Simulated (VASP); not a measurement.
A run of VASP 6.6.1 is set up as follows.

Contents of INCAR:

```
PREC = Accurate
ENCUT = 520
EDIFF = 1E-6
ISMEAR = 0
SIGMA = 0.05
LREAL = F
LASPH = T
NELM = 80
ALGO = Normal
ISIF = 2
LWAVE = F
LCHARG = F
GGA = PS
NBANDS = 31
```

KPOINTS

```
Automatic mesh
0
Gamma
  6 8 4
```

The input POSCAR:

```
Al3GaN4
1.0
    5.0434079713      0.0000000000      0.0001149907
    0.0000000000      3.1300738974      0.0000000000
   -0.0032362569      0.0000000000      5.4179919474
Al Ga N
3 1 4
Direct
    0.5002300423      0.4959625603      0.1673295664
    0.0009207036      0.4976652790      0.8348055932
    0.0010880650     -0.0079870319      0.3316926342
    0.4994217138      0.0072598768      0.6662009016
    0.1111724737     -0.0021716024      0.6663292503
    0.1224543238      0.4924122539      0.1671578647
    0.6251234799      0.5051308734      0.8401923551
    0.6231881979     -0.0038492349      0.3262928345
```

Potentials or basis: VASP PAW PBE potentials, release 64 (Al, Ga_d, N).

Command:

```sh
$ cat potpaw_PBE.64/Al/POTCAR potpaw_PBE.64/Ga_d/POTCAR potpaw_PBE.64/N/POTCAR > POTCAR
$ mpirun -np 1 vasp_std > vasp.out
```

Task: Estimate the pressure.

Result: -0.1 GPa.

Task: What does it give for the largest force?

Result: 0.169 eV/Å.

Task: Predict the band gap on the k mesh.

Result: 3.49 eV, direct.

Stress tensor (GPa, compression positive):
```
-0.04  0.08 -0.01
 0.08 -0.08  0.06
-0.01  0.06 -0.07
```

Caveat: the cell differs from its parent crystal (mode 4 (171.0 1/cm) frozen in, largest displacement +0.025 Å); the PAW data sets were made with another functional, which shifts forces and pressure a little. A k mesh can miss the band edges.
